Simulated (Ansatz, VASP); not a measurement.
# Two plane-wave programs on SnO2

```
Sn O
1.0
    -3.19217    3.34649    3.34649
     3.19217   -3.34649    3.34649
     3.19217    3.34649   -3.34649
Sn O
4 8
Direct
  0.00000 0.25000 0.75000
  0.00000 0.75000 0.25000
  0.50000 0.50000 0.50000
  0.50000 0.00000 0.00000
  0.19433 0.19434 0.50000
  0.69434 0.75001 0.94433
  0.19433 0.69433 0.00000
  0.30567 0.75001 0.55567
  0.69433 0.24999 0.44433
  0.30566 0.24999 0.05567
  0.80567 0.30567 0.00000
  0.80567 0.80566 0.50000
```

Alike in both runs: task single point; functional r2SCAN; k mesh 6 × 6 × 6; occupations gaussian, width 0.02 eV; no spin polarisation.

```csv
,VASP,Ansatz
version,VASP 6.6.1,Ansatz 0.2.0
potentials or method,"VASP PAW PBE potentials, release 64 (Sn_d, O), cutoff 520 eV","scalar-relativistic, plane waves, PAW"
valence electrons in the cell,104,104
```

```tsv
	VASP	Ansatz	Ansatz less VASP
gap on the k mesh at the Fermi level (eV)	1.95	1.92	-0.029
least direct gap on the mesh (eV)	1.95	1.92	-0.029
pressure (GPa)	4.2	3.0	-1.16
traceless stress, the component that is largest in VASP (GPa)	0.38	0.02	-0.361
rms of the force components (eV/Å)	0.012	0.000	-0.0123
```

VASP's potentials were made for PBE, not for r2SCAN. Atom by atom the forces differ by 0.012 eV/Å (rms over components). Ansatz's warnings: structure snapped to symmetry.
